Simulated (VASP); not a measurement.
AlN: single point with PBE

Crystal: AlN.

```
Al N
1.0
     0.00000    1.99868    2.03513
     1.99868    0.00000    2.03513
     1.99868    1.99868    0.00000
Al N
1 1
Cartesian
  0.0000 0.0000 0.0000
  1.9987 1.9987 2.0351
```

This cell differs from its parent crystal: epitaxial xy strain -1.0%.

```json
{
  "Program": "VASP 6.6.1",
  "Task": "single point",
  "Functional": "PBE",
  "Potentials or basis": "VASP PAW PBE potentials, release 64 (Al, N)",
  "Cutoff": "520 eV",
  "k mesh": "6 × 6 × 6",
  "Occupations": "gaussian, width 0.01 eV",
  "Spin": "no spin polarisation"
}
```

```
Pressure               : 9.7 GPa
Band gap on the k mesh : 4.62 eV, indirect (least direct gap 5.82 eV)
```

Stress tensor (GPa, compression positive):
```
11.56  0.00  0.00
 0.00 11.56  0.00
 0.00  0.00  5.98
```

Levels at points of the mesh, in eV from the valence-band top:
```csv
k point,band 2,band 3,band 4,band 5,band 6,band 7
"(0.00, 0.00, 0.00)",-0.13,-0.13,0.00,5.82,11.97,12.22
"(0.50, 0.00, 0.00)",-8.49,-1.23,-1.15,6.14,10.86,11.26
"(0.50, 0.50, 0.00)",-7.63,-2.83,-2.83,4.80,5.31,14.01
"(0.50, 0.00, 0.50)",-7.55,-3.08,-2.85,4.62,5.13,14.24
```

Run time: 2.8 s on 1 thread of Intel(R) Xeon(R) 6975P-C (Granite Rapids), on a shared host, peak memory 0.13 GiB.

Caveat: the k points lie up to 0.45 Å⁻¹ apart; the cell differs from its parent crystal (epitaxial xy strain -1.0%). A k mesh can miss the band edges.
